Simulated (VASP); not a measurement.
# NaSrYWO6 (R3) in VASP: notebook

Runs on NaSrYWO6. Level: PBE. Tasks: single point.

All numbers are computed with VASP 6.6.1; they aren't measurements. Logs are shortened: lines on timing, memory, paths and dates and some standing lists are left out, and cuts for length are marked.

**1. The cell of the first run**

Symmetry: R3, No. 146, trigonal system. Conventional cell: a = 6.138 Å, b = 6.138 Å, c = 13.301 Å, α = 90.00°, β = 90.00°, γ = 120.00°. Na (site symmetry 3) has 12 O at 2.70 to 3.17 Å and 4 W at 3.09 to 3.79 Å and 4 Y at 3.33 to 3.71 Å within 3.8 Å. Sr (site symmetry 3) has 12 O at 2.70 to 3.11 Å and 4 Y at 3.20 to 3.75 Å and 4 W at 3.62 to 3.68 Å within 3.8 Å. Within 2.8 Å of Y (site symmetry 3) lie 6 O at 2.13 to 2.27 Å. Within 2.4 Å of W (site symmetry 3) lie 6 O at 1.83 to 2.18 Å. Within 2.4 Å of O (site symmetry 1) lie 1 W at 1.83 Å and 1 Y at 2.27 Å. O (site symmetry 1) has 1 Y at 2.13 Å and 1 W at 2.18 Å and 2 O at 2.51 to 2.68 Å and 1 Sr at 2.70 Å within 2.8 Å.

**2. Single point, PBE (strained and its atoms moved)**

INCAR

```
SYSTEM = NaSrYWO6
  PREC = Accurate
  ENCUT = 520
  EDIFF = 1E-6
  ISMEAR = 0
  SIGMA = 0.02
  LREAL = .False.
  LASPH = .True.
  NELM = 60
  ALGO = Normal
  ISIF = 2
  LWAVE = .False.
  LCHARG = .False.
  GGA = PE
  NBANDS = 50
```

KPOINTS

```
Automatic mesh
0
Gamma
  6 6 6
  0 0 0
```

POSCAR

```
NaSrYWO6
1.0
   -0.3337614672      4.0065978128      4.0065978128
    4.0065978128     -0.3337614672      4.0065978128
    4.0065978128      4.0065978128     -0.3337614672
Na Sr Y W O
1 1 1 1 6
Direct
    0.2527691392      0.2527691392      0.2527691392
    0.7434099700      0.7434099700      0.7434099700
    0.5030918457      0.5030918457      0.5030918457
    0.0202625478      0.0202625478      0.0202625478
    0.7468265917      0.2371889160      0.2230831182
    0.2562171245      0.7747421855      0.7424085615
    0.7747421855      0.7424085615      0.2562171245
    0.2371889160      0.2230831182      0.7468265917
    0.2230831182      0.7468265917      0.2371889160
    0.7424085615      0.2562171245      0.7747421855
```

Potentials or basis: VASP PAW PBE potentials, release 64 (Na_pv, Sr_sv, Y_sv, W_sv, O).

Command:

```bash
> cat potpaw_PBE.64/Na_pv/POTCAR potpaw_PBE.64/Sr_sv/POTCAR potpaw_PBE.64/Y_sv/POTCAR potpaw_PBE.64/W_sv/POTCAR potpaw_PBE.64/O/POTCAR > POTCAR
> mpirun -np 1 vasp_std > vasp.out
```

OUTCAR:

```text
SYSTEM = NaSrYWO6
   PREC = Accurate
   ENCUT = 520
   EDIFF = 1E-6
   ISMEAR = 0
   LREAL = .False.
   LASPH = .True.
   NELM = 60
   ISIF = 2
   GGA = PE

 ion  position               nearest neighbor table
   1  0.253  0.253  0.253-   4 3.09   3 3.33
   2  0.743  0.743  0.743-   6 2.70   7 2.70  10 2.70   7 2.99   6 2.99  10 2.99   9 3.03   5 3.03
                             8 3.03   8 3.11   5 3.11   9 3.11   3 3.20   4 3.62   4 3.62   4 3.62
   3  0.503  0.503  0.503-   6 2.13   7 2.13  10 2.13   8 2.27   9 2.27   5 2.27   2 3.20   1 3.33
                             2 3.75   2 3.75   2 3.75
   4  0.020  0.020  0.020-   5 1.83   8 1.83   9 1.83   6 2.18   7 2.18  10 2.18   1 3.09   2 3.62
                             2 3.62   2 3.62   2 3.68
   5  0.747  0.237  0.223-   4 1.83   3 2.27   2 3.03   2 3.11
   6  0.256  0.775  0.742-   3 2.13   4 2.18   2 2.70   2 2.99
   7  0.775  0.742  0.256-   3 2.13   4 2.18   2 2.70   2 2.99
   8  0.237  0.223  0.747-   4 1.83   3 2.27   2 3.03   2 3.11
   9  0.223  0.747  0.237-   4 1.83   3 2.27   2 3.03   2 3.11
  10  0.742  0.256  0.775-   3 2.13   4 2.18   2 2.70   2 2.99

  LATTYP: Found a trigonal (rhomboedric) cell.
 ALAT       =     5.6760064116
 COS(alpha) =     0.4152562264

  Lattice vectors:

 A1 = (  -0.3337614672,   4.0065978128,   4.0065978128)
 A2 = (   4.0065978128,  -0.3337614672,   4.0065978128)
 A3 = (   4.0065978128,   4.0065978128,  -0.3337614672)

Analysis of symmetry for initial positions (statically):
=====================================================================
 Subroutine PRICEL returns:
 Original cell was already a primitive cell.

 Routine SETGRP: Setting up the symmetry group for a
 trigonal (rhombohedral) supercell.

 Subroutine GETGRP returns: Found  3 space group operations
 (whereof  3 operations were pure point group operations)
 out of a pool of 12 trial point group operations.

The static configuration has the point symmetry C_3 .

Analysis of symmetry for dynamics (positions and initial velocities):
=====================================================================
 Subroutine PRICEL returns:
 Original cell was already a primitive cell.

 Routine SETGRP: Setting up the symmetry group for a
 trigonal (rhombohedral) supercell.

 Subroutine GETGRP returns: Found  3 space group operations
 (whereof  3 operations were pure point group operations)
 out of a pool of 12 trial point group operations.

The dynamic configuration has the point symmetry C_3 .

 Subroutine INISYM returns: Found  3 space group operations
[... 116 lines left out ...]
   NSW    =      0    number of steps for IOM
   IBRION =     -1    ionic relax: 0-MD 1-quasi-New 2-CG
   NFREE  =      0    steps in history (QN), initial steepest desc. (CG)
   ISIF   =      2    stress and relaxation
   ISYM   =      2    0-nonsym 1-usesym 2-fastsym
   POTIM  = 0.5000    time-step for ionic-motion
   TEBEG  =    0.0;   TEEND  =   0.0 temperature during run
   PSTRESS=    0.0 pullay stress
   NELECT =      78.0000    total number of electrons
   NUPDOWN=      -1.0000    fix difference up-down
   EMIN   =  10.00;   EMAX   =-10.00  energy-range for DOS
   EFERMI =   0.00;   METHOD = LEGACY
   ISMEAR =     0;   SIGMA  =   0.02  broadening in eV -4-tet -1-fermi 0-gaus
   EFERMI_NEDOS =   21; number of points for ismear=-14 and -15
   IALGO  =     38    algorithm
   IMIX   =      4    mixing-type and parameters
     AMIX     =   0.40;   BMIX     =  1.00
     AMIX_MAG =   1.60;   BMIX_MAG =  1.00
  volume/ion in A,a.u.               =      14.47        97.63
  Fermi-wavevector in a.u.,A,eV,Ry     =   1.332435  2.517938 24.155568  1.775384
  Thomas-Fermi vector in A             =   2.461370
   LORBIT       =      0    0 simple, 1 ext, 2 COOP (PROOUT), +10 PAW based schemes
   GGA     = PE    functional components
   LHFCALC =     F    Hartree Fock is set to
   AEXX    =    0.0000 exact exchange contribution
   IVDW    =     0    specifies the selected vdW correction
   LEPSILON=     F    determine dielectric tensor
   LRPA    =     F    only Hartree local field effects (RPA)
 non-spin polarized calculation
 Gauss-broadening in eV      SIGMA  =   0.02
  energy-cutoff  :      520.00
  volume of cell :      144.67
 maximum number of plane-waves:      3926
   NGX = 21   NGY = 21   NGZ = 21

 number of electron      78.0000009 magnetization

 Free energy of the ion-electron system (eV)
  ---------------------------------------------------
  ext. energy  EPLUGINS =         0.00000000
  ---------------------------------------------------
  free energy    TOTEN  =       -76.78331040 eV

  energy without entropy =      -76.78331040  energy(sigma->0) =      -76.78331040

 E-fermi :   2.6858     XC(G=0): -10.0548

 val. band max:        2.6050129149   @ k =   0.0000   0.0000   0.0000
 cond. band min:       4.1674342319   @ k =   0.0000   0.0000   0.0000
 fundamental gap:      1.5624213170
 Fermi energy:         2.6858319878

 k-point     1 :       0.0000    0.0000    0.0000
  band No.  band energies     occupation
      1     -72.7856      2.00000
      2     -37.2725      2.00000
      3     -36.9931      2.00000
      4     -36.9931      2.00000
      5     -36.9607      2.00000
      6     -31.4066      2.00000
[... 1261 lines left out ...]
     49       9.2871      0.00000
     50       9.6692      0.00000

 [... further k-points ...]
[... 5 lines left out ...]
  --------------------------------------------------------------------------------------
  -------------------------------------------------------------------------------------
  Total       -0.6652926     -0.6652926     -0.6652926      4.4082696      4.4082696      4.4082696
  in kB       -7.3678822     -7.3678822     -7.3678822     48.8200423     48.8200423     48.8200423
  external PRESSURE =      -7.3678822 kB  Pullay stress =       0.0000000 kB

 VOLUME and BASIS-vectors are now :
 -----------------------------------------------------------------------------
  energy-cutoff  :      520.00
  volume of cell :      144.67
      direct lattice vectors                 reciprocal lattice vectors
    -0.333761467  4.006597813  4.006597813    -0.110191140  0.120204534  0.120204534
     4.006597813 -0.333761467  4.006597813     0.120204534 -0.110191140  0.120204534
     4.006597813  4.006597813 -0.333761467     0.120204534  0.120204534 -0.110191140

 POSITION                                       TOTAL-FORCE (eV/Angst)
 -----------------------------------------------------------------------------------
      1.94112      1.94112      1.94112         0.219011      0.219011      0.219011
      5.70897      5.70897      5.70897         0.386975      0.386975      0.386975
      3.86346      3.86346      3.86346         0.291275      0.291275      0.291275
      0.15560      0.15560      0.15560        -3.135079     -3.135079     -3.135079
      1.59486      3.80687      3.86810         0.253419      1.084662      0.679069
      5.99310      3.74251      3.88285         1.500557     -0.417565     -0.862325
      3.74251      3.88285      5.99310        -0.417565     -0.862325      1.500557
      3.80687      3.86810      1.59486         1.084662      0.679069      0.253419
      3.86810      1.59486      3.80687         0.679069      0.253419      1.084662
      3.88285      5.99310      3.74251        -0.862325      1.500557     -0.417565
 -----------------------------------------------------------------------------------
    total drift:                                0.000594      0.000594      0.000594

  FREE ENERGIE OF THE ION-ELECTRON SYSTEM (eV)
  ---------------------------------------------------
  free  energy   TOTEN  =       -76.7833103991 eV

  energy  without entropy=      -76.7833103991  energy(sigma->0) =      -76.78331040
```

OSZICAR:

```text
N       E                     dE             d eps       ncg     rms          rms(c)
DAV:   1     0.792027502776E+03    0.79203E+03   -0.40307E+04  4000   0.165E+03
DAV:   2    -0.681706273612E+01   -0.79884E+03   -0.75667E+03  4544   0.454E+02
DAV:   3    -0.905764538703E+02   -0.83759E+02   -0.82450E+02  5172   0.147E+02
DAV:   4    -0.944867929179E+02   -0.39103E+01   -0.38941E+01  6384   0.293E+01
DAV:   5    -0.946018570085E+02   -0.11506E+00   -0.11497E+00  5352   0.399E+00    0.643E+01
DAV:   6    -0.775630424003E+02    0.17039E+02   -0.94379E+01  4564   0.514E+01    0.374E+01
DAV:   7    -0.771308609876E+02    0.43218E+00   -0.14541E+01  4786   0.188E+01    0.275E+01
DAV:   8    -0.769729051920E+02    0.15796E+00   -0.30038E+00  4848   0.108E+01    0.605E+00
DAV:   9    -0.767801080388E+02    0.19280E+00   -0.60514E-01  4922   0.476E+00    0.166E+00
DAV:  10    -0.767866724993E+02   -0.65645E-02   -0.15921E-01  5600   0.174E+00    0.851E-01
DAV:  11    -0.767835919262E+02    0.30806E-02   -0.22601E-02  4838   0.794E-01    0.388E-01
DAV:  12    -0.767833486380E+02    0.24329E-03   -0.26074E-03  5304   0.284E-01    0.147E-01
DAV:  13    -0.767833338238E+02    0.14814E-04   -0.81879E-04  6294   0.168E-01    0.856E-02
DAV:  14    -0.767833120411E+02    0.21783E-04   -0.22205E-04  5672   0.752E-02    0.331E-02
DAV:  15    -0.767833114245E+02    0.61659E-06   -0.66936E-05  5454   0.434E-02    0.210E-02
DAV:  16    -0.767833102119E+02    0.12126E-05   -0.11471E-05  4640   0.176E-02    0.436E-03
DAV:  17    -0.767833103991E+02   -0.18722E-06   -0.15598E-06  3128   0.724E-03
   1 F= -.76783310E+02 E0= -.76783310E+02  d E =-.422935E-11
```

It took 8.6 min on 1 thread of Intel Xeon 8259CL, shared host; peak memory 0.47 GiB.

Results:

| Property | Result |
| --- | --- |
| Free energy | -76.7833 eV |
| Pressure | -0.7 GPa |
| Largest force | 5.430 eV/Å |
| Band gap on the k mesh | 1.56 eV |

Forces in eV/Å, atoms in the order of the input:
```
Na   0.219  0.219  0.219
Sr   0.387  0.387  0.387
Y    0.291  0.291  0.291
W   -3.135 -3.135 -3.135
O    0.253  1.085  0.679
O    1.501 -0.418 -0.862
O   -0.418 -0.862  1.501
O    1.085  0.679  0.253
O    0.679  0.253  1.085
O   -0.862  1.501 -0.418
```

Caveat: the cell differs from its parent crystal (strained and its atoms moved); spin-orbit coupling is left out, which moves the levels of the heavy elements; forces of over 1 eV/Å act on the atoms, so gaps and moduli don't describe the material at rest. A k mesh can miss the band edges.

**3. Single point, PBE (strained and its atoms moved)**

INCAR

```
SYSTEM = NaSrYWO6
  ALGO = Normal
  EDIFF = 1E-7
  ENCUT = 520
  GGA = PE
  ISIF = 2
  ISMEAR = 0
  LASPH = .TRUE.
  LCHARG = .FALSE.
  LREAL = .FALSE.
  LWAVE = .FALSE.
  NBANDS = 50
  NELM = 80
  PREC = Accurate
  SIGMA = 0.02
```

KPOINTS

```
k-points
0
G
  6 6 6
  0 0 0
```

POSCAR

```
NaSrYWO6
1.0
   -0.3337614672      4.4843356329      4.4843356329
    4.1505741657      0.0000000000      4.1505741657
    4.1505741657      4.1505741657      0.0000000000
Na Sr Y W O
1 1 1 1 6
Direct
    0.2626966287      0.2457677904      0.2457677904
    0.7459582745      0.7513472418      0.7513472418
    0.4963721110      0.5012092963      0.5012092963
   -0.0011405813      0.0003801938      0.0003801938
    0.7642258078      0.2381094300      0.2313369883
    0.2344787146      0.7607487305      0.7708492228
    0.7642258078      0.7663277739      0.2381094300
    0.2344787146      0.2339233321      0.7607487305
    0.2344787146      0.7708492228      0.2339233321
    0.7642258078      0.2313369883      0.7663277739
```

Potentials or basis: VASP PAW PBE potentials, release 64 (Na_pv, Sr_sv, Y_sv, W_sv, O).

Command:

```bash
> cat potpaw_PBE.64/Na_pv/POTCAR potpaw_PBE.64/Sr_sv/POTCAR potpaw_PBE.64/Y_sv/POTCAR potpaw_PBE.64/W_sv/POTCAR potpaw_PBE.64/O/POTCAR > POTCAR
> mpirun -np 1 vasp_std > vasp.out
```

It took 10 min on 1 thread of Intel Xeon 8259CL, shared host; peak memory 0.55 GiB.

Results (log left out):

```
Free energy            : -77.4351 eV
Pressure               : -14.4 GPa
Largest force          : 1.554 eV/Å
Band gap on the k mesh : 1.88 eV
```

Forces on the atoms (eV/Å):
```
Na   0.102 -0.102 -0.102
Sr  -0.187  0.187  0.187
Y    0.158 -0.158 -0.158
W   -0.377  0.377  0.377
O   -1.299  0.298  0.329
O    1.453 -0.392 -0.385
O   -0.298  0.329  1.299
O    0.392 -0.385 -1.453
O    0.385 -1.453 -0.392
O   -0.329  1.299  0.298
```

Stress tensor (GPa, compression positive):
```
-14.42   4.88   4.88
  4.88 -14.42  -4.88
  4.88  -4.88 -14.42
```

Levels at points of the mesh, in eV from the valence-band top:
```tsv
k point	band 37	band 38	band 39	band 40	band 41	band 42
(0.00, 0.00, 0.00)	-0.06	0.00	0.00	1.88	1.88	2.01
(0.50, 0.00, 0.00)	-0.33	-0.33	-0.20	2.68	2.68	2.74
(0.00, 0.50, 0.00)	-0.61	-0.43	-0.26	2.45	2.62	2.82
(0.50, 0.50, 0.00)	-0.99	-0.50	-0.04	1.93	2.99	3.11
```

Caveat: the cell differs from its parent crystal (strained and its atoms moved); the cell stands under tension; spin-orbit coupling is left out, which moves the levels of the heavy elements; forces of over 1 eV/Å act on the atoms, so gaps and moduli don't describe the material at rest. A k mesh can miss the band edges.
